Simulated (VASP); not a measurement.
# B17HN18 (a cell with a defect) in VASP: electric field gradients with PBE

Aim: the electric field gradients of B17HN18 (a cell with a defect) with PBE.

All numbers are computed with VASP 6.6.1; they aren't measurements. Logs are shortened: lines on timing, memory, paths and dates and some standing lists are left out, and cuts for length are marked.

### 1 The cell of the first run

The cell holds a defect, 36 atoms: a = 7.465 Å, b = 7.465 Å, c = 6.495 Å, α = 90.00°, β = 90.00°, γ = 120.00°.

### 2 Electric field gradients, PBE, collinear spin

INCAR

```
PREC = Accurate
ENCUT = 520
EDIFF = 1E-8
ISMEAR = -1
SIGMA = 0.01
LREAL = Auto
LASPH = T
NELM = 150
ALGO = Normal
ISIF = 2
LWAVE = F
LCHARG = F
ISPIN = 2
MAGMOM = 0 0 0 0.01 0 0 0 0 0 0 0 0 0 0 0 0 0 0.04 0.01 0.09 0.01 0.02 0.02 0.02 0.01 0.35 0.02 0.05 0.01 0.05 0.01 0.35 0 0.08 0.01 0
LORBIT = 11
NUPDOWN = 2.0
GGA = PE
LEFG = T
NBANDS = 99
```

KPOINTS

```
Automatic mesh
0
Gamma
  1 1 1
  0.25 0.25 0.25
```

POSCAR

```
B17HN18
1.0
    7.4650312844      0.0000000000      0.0000000000
   -3.7325156422      6.4649067324      0.0000000000
    0.0000000000      0.0000000000      6.4954828762
B N H
17 18 1
Direct
    0.1253179501      0.2071247161      0.2502945869
    0.2078024716      0.1249041298      0.7496628914
    0.1251589930      0.5400704792      0.2496933005
    0.2110029204      0.4593915302      0.7501334768
    0.1251101204      0.8737877762      0.2499876478
    0.2080720521      0.7929539401      0.7493568862
    0.4585044633      0.2072572113      0.2507714910
    0.5397134270      0.1247121643      0.7499917644
    0.4587134915      0.5402915144      0.2499809326
    0.4587257403      0.8736385534      0.2499179106
    0.5433279033      0.7937162568      0.7507802149
    0.7918842179      0.2071571297      0.2497412134
    0.8761742973      0.1296028480      0.7484140378
    0.7916559582      0.5401371980      0.2498356670
    0.8724008899      0.4609489759      0.7492214299
    0.7916830404      0.8735043114      0.2493752765
    0.8753942417      0.7943278510      0.7490933257
    0.0976069271      0.2367207619      0.7483524532
    0.2357537867      0.0961954182      0.2511216628
    0.0969938820      0.5697279594      0.7490814141
    0.2358964720      0.4295078753      0.2500878755
    0.0973205551      0.9031447517      0.7486748754
    0.2359555006      0.7629270280      0.2497364783
    0.4244210887      0.2255203931      0.7520805924
    0.5692217389      0.0963181799      0.2502603319
    0.4273100493      0.5797006732      0.7544460986
    0.5692216295      0.4295708135      0.2509804619
    0.4306210058      0.9029688244      0.7494260551
    0.5694177076      0.7630861447      0.2495920266
    0.7637296235      0.2381994550      0.7489502948
    0.9024926477      0.0962228366      0.2493917609
    0.7691238540      0.5767859067      0.7505251560
    0.9026226073      0.4295942558      0.2496010725
    0.7667147746      0.9072996637      0.7491587527
    0.9026421924      0.7629942087      0.2490093839
    0.5100780590      0.3855608246      0.7532711997
```

Potentials or basis: VASP PAW PBE potentials, release 64 (B, N, H).

Started as:

```sh
$ cat potpaw_PBE.64/B/POTCAR potpaw_PBE.64/N/POTCAR potpaw_PBE.64/H/POTCAR > POTCAR
$ mpirun -np 1 vasp_std > vasp.out
```

OUTCAR:

```text
PREC = Accurate
   ENCUT = 520
   EDIFF = 1E-8
   ISMEAR = -1
   LREAL = Auto
   LASPH = T
   NELM = 150
   ISIF = 2
   ISPIN = 2
   LORBIT = 11
   NUPDOWN = 2.0
   GGA = PE

 ion  position               nearest neighbor table
   1  0.125  0.207  0.250-  19 1.43  21 1.44  31 1.44
   2  0.208  0.125  0.750-  24 1.40  22 1.43  18 1.44
   3  0.125  0.540  0.250-  21 1.43  33 1.44  23 1.44
   4  0.211  0.459  0.750-  26 1.40  18 1.44  20 1.45
   5  0.125  0.874  0.250-  23 1.43  19 1.44  35 1.44
   6  0.208  0.793  0.749-  22 1.43  28 1.44  20 1.44
[... 17 lines left out ...]
  24  0.424  0.226  0.752-  36 1.04   8 1.40   2 1.40
  25  0.569  0.096  0.250-   7 1.43  12 1.44  10 1.44
  26  0.427  0.580  0.754-  11 1.39   4 1.40
  27  0.569  0.430  0.251-   9 1.43   7 1.44  14 1.44
  28  0.431  0.903  0.749-   8 1.43  11 1.44   6 1.44
  29  0.569  0.763  0.250-  10 1.43  16 1.44   9 1.44
  30  0.764  0.238  0.749-  13 1.43  15 1.44   8 1.45
  31  0.902  0.096  0.249-  12 1.43  16 1.44   1 1.44
  32  0.769  0.577  0.751-  17 1.41  15 1.42
  33  0.903  0.430  0.250-  14 1.43  12 1.44   3 1.44
  34  0.767  0.907  0.749-  17 1.43  13 1.44  11 1.44
  35  0.903  0.763  0.249-  16 1.43   5 1.44  14 1.44
  36  0.510  0.386  0.753-  24 1.04

  LATTYP: Found a hexagonal cell.
 ALAT       =     7.4650312844
 C/A-ratio  =     0.8701213202

  Lattice vectors:

 A1 = (   7.4650312844,   0.0000000000,   0.0000000000)
 A2 = (  -3.7325156422,   6.4649067324,   0.0000000000)
 A3 = (   0.0000000000,   0.0000000000,   6.4954828762)

Analysis of symmetry for initial positions (statically):
=====================================================================
 Subroutine PRICEL returns:
 Original cell was already a primitive cell.

 Routine SETGRP: Setting up the symmetry group for a
 hexagonal supercell.

 Subroutine GETGRP returns: Found  1 space group operations
 (whereof  1 operations were pure point group operations)
 out of a pool of 24 trial point group operations.

The static configuration has the point symmetry C_1 .

Analysis of symmetry for dynamics (positions and initial velocities):
[... 1280 lines left out ...]
      direct lattice vectors                 reciprocal lattice vectors
     7.465031284  0.000000000  0.000000000     0.133957911  0.077340636  0.000000000
    -3.732515642  6.464906732  0.000000000     0.000000000  0.154681273  0.000000000
     0.000000000  0.000000000  6.495482876     0.000000000  0.000000000  0.153953142

 POSITION                                       TOTAL-FORCE (eV/Angst)
 -----------------------------------------------------------------------------------
      0.16241      1.33904      1.62578        -0.162082      0.096734     -0.002931
      1.08505      0.80749      4.86942         0.109938     -0.107196      0.021353
     -1.08151      3.49151      1.62188        -0.175281      0.143158      0.000354
     -0.13954      2.96992      4.87248        -0.081482     -0.250687     -0.007780
     -2.32748      5.64896      1.62379        -0.161620      0.107830     -0.003054
     -1.40645      5.12637      4.86743         0.265402     -0.301231     -0.011327
[... 28 lines left out ...]
      3.89036      4.93269      1.61744         0.153229     -0.120884      0.020334
      2.36864      2.49261      4.89286        -0.109284     -0.092970      0.022522
 -----------------------------------------------------------------------------------
    total drift:                               -0.001753      0.002904      0.001185

  FREE ENERGIE OF THE ION-ELECTRON SYSTEM (eV)
  ---------------------------------------------------
  free  energy   TOTEN  =      -305.5007743960 eV

  energy  without entropy=     -305.4987201946  energy(sigma->0) =     -305.49974730

 Electric field gradients (V/A^2)
---------------------------------------------------------------------
 ion       V_xx      V_yy      V_zz      V_xy      V_xz      V_yz
---------------------------------------------------------------------
   1     -17.556   -17.479    35.034     0.591    -0.241     0.025
   2     -18.641   -15.848    34.489    -1.774    -0.546    -0.179
   3     -18.048   -17.176    35.224     0.481    -0.066     0.014
   4     -15.071   -17.686    32.757    -2.697    -0.384    -0.417
   5     -17.628   -17.493    35.121     0.223    -0.100    -0.272
   6     -17.854   -16.651    34.505     0.598    -0.147    -0.029
[... 28 lines left out ...]
  35      -1.524    -1.397     2.921    -0.139     0.089    -0.065
  36     -11.806    27.048   -15.242     0.856    -0.030     0.030
---------------------------------------------------------------------

 Electric field gradients after diagonalization (V/A^2)
 (convention: |V_zz| > |V_xx| > |V_yy|)
----------------------------------------------------------------------
 ion       V_xx      V_yy      V_zz     asymmetry (V_yy - V_xx)/ V_zz
----------------------------------------------------------------------
   1     -18.110   -16.925    35.035       0.034
   2     -19.508   -14.987    34.496       0.131
   3     -18.261   -16.963    35.224       0.037
   4     -19.381   -13.381    32.763       0.183
   5     -17.794   -17.329    35.123       0.013
   6     -18.101   -16.404    34.506       0.049
[... 28 lines left out ...]
  35      -1.613    -1.311     2.924       0.104
  36     -15.242   -11.824    27.066       0.126
----------------------------------------------------------------------

           NMR quadrupolar parameters

 Cq : quadrupolar parameter    Cq=e*Q*V_zz/h
 eta: asymmetry parameters     (V_yy - V_xx)/ V_zz
 Q  : nuclear electric quadrupole moment in mb (millibarn)
----------------------------------------------------------------------
 ion       Cq(MHz)       eta       Q (mb)
----------------------------------------------------------------------
   1       0.085       0.034       1.000
   2       0.083       0.131       1.000
   3       0.085       0.037       1.000
   4       0.079       0.183       1.000
   5       0.085       0.013       1.000
   6       0.083       0.049       1.000
[... 28 lines left out ...]
  35       0.007       0.104       1.000
  36       0.065       0.126       1.000
----------------------------------------------------------------------

 total charge

# of ion       s       p       d       tot
------------------------------------------
    1        0.757   1.450   0.000   2.208
    2        0.768   1.489   0.000   2.257
    3        0.757   1.449   0.000   2.206
    4        0.759   1.467   0.000   2.226
    5        0.757   1.450   0.000   2.207
    6        0.758   1.452   0.000   2.210
[... 28 lines left out ...]
   35        1.232   2.808   0.000   4.039
   36        0.599   0.101   0.000   0.699
--------------------------------------------------
tot         35.779  74.991   0.000 110.770

 magnetization (x)

# of ion       s       p       d       tot
------------------------------------------
    1       -0.000  -0.001   0.000  -0.001
    2        0.000   0.002   0.000   0.002
    3       -0.000  -0.000   0.000  -0.001
    4        0.002   0.005   0.000   0.007
    5       -0.000  -0.001   0.000  -0.002
    6       -0.001  -0.002   0.000  -0.003
[... 28 lines left out ...]
   35        0.000   0.009   0.000   0.009
   36        0.000   0.005   0.000   0.005
--------------------------------------------------
tot          0.084   1.391   0.000   1.475
```

stdout:

```text
POSCAR found type information on POSCAR B N H
 POSCAR found :  3 types and      36 ions
 scaLAPACK will be used
 LDA part: xc-table for (Slater+PW92), standard interpolation
 POSCAR, INCAR and KPOINTS ok, starting setup
 FFT: planning ... GRIDC
 FFT: planning ... GRID_SOFT
 FFT: planning ... GRID
 WAVECAR not read
 entering main loop
ion   1
     0.0000257    -0.5389627    -0.0210347   -25.4736658     0.1947698     0.0761480
     0.0000354    -0.5389627    -0.0210347   -25.4736658     0.1947698     0.0761480
     0.0000487    -0.5389627    -0.0210347   -25.4736657     0.1947698     0.0761480
     0.0000671    -0.5389627    -0.0210347   -25.4736655     0.1947698     0.0761480

     0.0000257    -0.7457053    -0.0282254   -34.8244014     0.2643435     0.0971615
     0.0000354    -0.7457053    -0.0282254   -34.8244005     0.2643435     0.0971615
     0.0000487    -0.7457053    -0.0282254   -34.8243989     0.2643435     0.0971615
     0.0000671    -0.7457052    -0.0282254   -34.8243963     0.2643434     0.0971615
[... 106 lines left out ...]
     0.0000257     1.7708274    -0.9308896   -34.5872968    -0.0867616    -3.7153913
     0.0000354     1.7708273    -0.9308896   -34.5872959    -0.0867616    -3.7153912
     0.0000487     1.7708273    -0.9308896   -34.5872944    -0.0867616    -3.7153910
     0.0000671     1.7708271    -0.9308895   -34.5872918    -0.0867616    -3.7153907

ion  12
     0.0000257    -0.3764487    -0.0251023   -25.4331495    -0.0
```

It took 18 min on 1 thread of Intel Xeon Platinum 8488C (Sapphire Rapids), shared host; peak memory 0.63 GiB.

What came out:

* Free energy: -305.5008 eV
* Pressure: 10.3 GPa
* Largest force: 0.434 eV/Å
* Net moment: 2.00 μB per cell
* Site moments: B -0.00, +0.00, +0.01, -0.01 (each value once); N +0.05, +0.01, +0.08, +0.04, +0.02, +0.48, +0.03, +0.07, +0.47, +0.00, +0.10 (each value once); H +0.01 μB
* Largest electric field gradient by atom: B +35.0, +34.5, +35.2, +32.8, +35.1, +35.3, +34.3, +35.4, +33.8, +33.0 (each value once); N +5.5, +2.5, -7.0, +2.6, +4.2, +4.1, +7.7, +4.7, +42.7, +6.0, -4.1, +3.7, +11.9, +3.8, +40.2, +2.2, +16.1, +2.9; H +27.1 V/Å²
* Valence electrons inside the program's atomic spheres: B 2.21, 2.26, 2.23, 2.20, 2.25, 2.27 (each value once); N 4.04, 4.01, 4.07, 3.88, 4.03, 3.85, 4.02 (each value once); H 0.70

Forces in eV/Å, atoms in the order of the input:
```
B   -0.162  0.097 -0.003
B    0.110 -0.107  0.021
B   -0.175  0.143  0.000
B   -0.081 -0.251 -0.008
B   -0.162  0.108 -0.003
B    0.265 -0.301 -0.011
B   -0.234  0.057  0.007
B    0.080 -0.169  0.004
B   -0.250  0.112 -0.006
B   -0.255  0.093 -0.001
B    0.233  0.079 -0.074
B   -0.177  0.104  0.001
B    0.234 -0.188 -0.019
B   -0.166  0.162 -0.012
B    0.197 -0.148 -0.080
B   -0.138  0.108 -0.005
B   -0.096 -0.100 -0.143
N   -0.123  0.252  0.004
N    0.193 -0.077 -0.021
N   -0.257  0.230  0.064
N    0.199 -0.083  0.003
N   -0.154  0.046  0.029
N    0.195 -0.087  0.003
N    0.091  0.098 -0.048
N    0.205 -0.087 -0.009
N   -0.058  0.049  0.069
N    0.205 -0.099  0.011
N   -0.182  0.092  0.000
N    0.191 -0.129  0.013
N   -0.189  0.079 -0.013
N    0.163 -0.090  0.009
N    0.312  0.253  0.162
N    0.167 -0.120  0.003
N   -0.224  0.086  0.009
N    0.153 -0.121  0.020
H   -0.109 -0.093  0.023
```

Electric field gradients, principal values (V/Å²):
```
atom    least   middle  greatest (by size)
 1 B  -16.925  -18.110              35.035
 2 B  -14.987  -19.508              34.496
 3 B  -16.963  -18.261              35.224
 4 B  -13.381  -19.381              32.763
 5 B  -17.329  -17.794              35.123
 6 B  -16.404  -18.101              34.506
 7 B  -17.399  -17.856              35.255
 8 B  -13.922  -20.393              34.316
 9 B  -17.068  -18.311              35.379
10 B  -16.924  -18.195              35.118
11 B  -14.099  -19.688              33.787
12 B  -17.109  -17.883              34.992
13 B  -16.669  -18.314              34.983
14 B  -17.240  -18.115              35.355
15 B  -14.033  -18.965              32.998
16 B  -16.963  -18.001              34.964
17 B  -15.366  -19.140              34.506
18 N   -2.579   -2.939               5.517
19 N   -1.187   -1.262               2.450
20 N    2.499    4.516              -7.015
21 N   -1.245   -1.394               2.639
22 N   -0.804   -3.360               4.164
23 N   -2.015   -2.095               4.110
24 N   -3.711   -3.987               7.698
25 N   -2.275   -2.438               4.713
26 N  -14.298  -28.448              42.746
27 N   -2.873   -3.165               6.039
28 N    0.636    3.501              -4.137
29 N   -1.720   -2.026               3.746
30 N   -5.365   -6.563              11.928
31 N   -1.785   -2.014               3.798
32 N  -10.670  -29.526              40.196
33 N   -1.044   -1.126               2.169
34 N   -5.460  -10.603              16.063
35 N   -1.311   -1.613               2.924
36 H  -11.824  -15.242              27.066
```

Caveat: the k points lie up to 0.49 Å⁻¹ apart; without QUAD_EFG the Cq values of the log hold for a quadrupole moment of 1 mb, not for the nuclei; the total moment is fixed, so each spin has its own Fermi level and the state may be an excited one.
